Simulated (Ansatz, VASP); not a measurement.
## Sr in VASP and in Ansatz

The input INCAR:

```
  ALGO = Normal
  EDIFF = 1E-6
  ENCUT = 520
  GGA = PS
  ISIF = 2
  ISMEAR = 0
  LASPH = T
  LCHARG = T
  LELF = T
  LREAL = F
  LVHAR = T
  LWAVE = F
  NBANDS = 11
  NELM = 100
  PREC = Accurate
  SIGMA = 0.03
```

KPOINTS

```
k-points
0
Gamma
  10 10 10
```

File POSCAR:

```
Sr
1.0
    0.0000000000      2.8902325000      3.1184087500
    2.8902325000      0.0000000000      3.1184087500
    2.8902325000      2.8902325000      0.0000000000
Sr
1
Direct
    0.0000000000      0.0000000000      0.0000000000
```

Input for Ansatz:

```yaml
crystal:
  lattice:
    - [0.0, 2.8902325, 3.11840875]
    - [2.8902325, 0.0, 3.11840875]
    - [2.8902325, 2.8902325, 0.0]
  atoms:
    - { symbol: Sr, position: [0.0, 0.0, 0.0] }
basis:
  ecutwfc: 420
kpoints:
  mp_grid: { grid: [10, 10, 10] }
hamiltonian:
  xc: pbesol
scf:
  occupations: { method: gaussian, width: 0.03 }
output:
  forces: true
  stress: true
  eigenvalues: true
```

Change from the starting cell: strain -0.050 along x and y, +0.025 along z, atoms carried along.

Alike in both runs: task single point; functional PBEsol; k mesh 10 × 10 × 10; occupations gaussian, width 0.03 eV; no spin polarisation.

|  | VASP | Ansatz |
| --- | --- | --- |
| version | VASP 6.6.1 | Ansatz 0.2.0 |
| potentials or method | VASP PAW PBE potentials, release 64 (Sr_sv), cutoff 520 eV | scalar-relativistic, plane waves, PAW |
| valence electrons in the cell | 10 | 10 |

```csv
,VASP,Ansatz,Ansatz less VASP
gap on the k mesh at the Fermi level (eV),none,none,-
pressure (GPa),-0.1,-0.1,-0.01
"traceless stress, the component that is largest in VASP (GPa)",-0.33,-0.33,+0.002
```

VASP's potentials were made for PBE, not for PBEsol. A gap of «none» marks a metal or a gap that the smearing closes. The functional is the same, so the differences come from potentials, cutoffs and numerics.
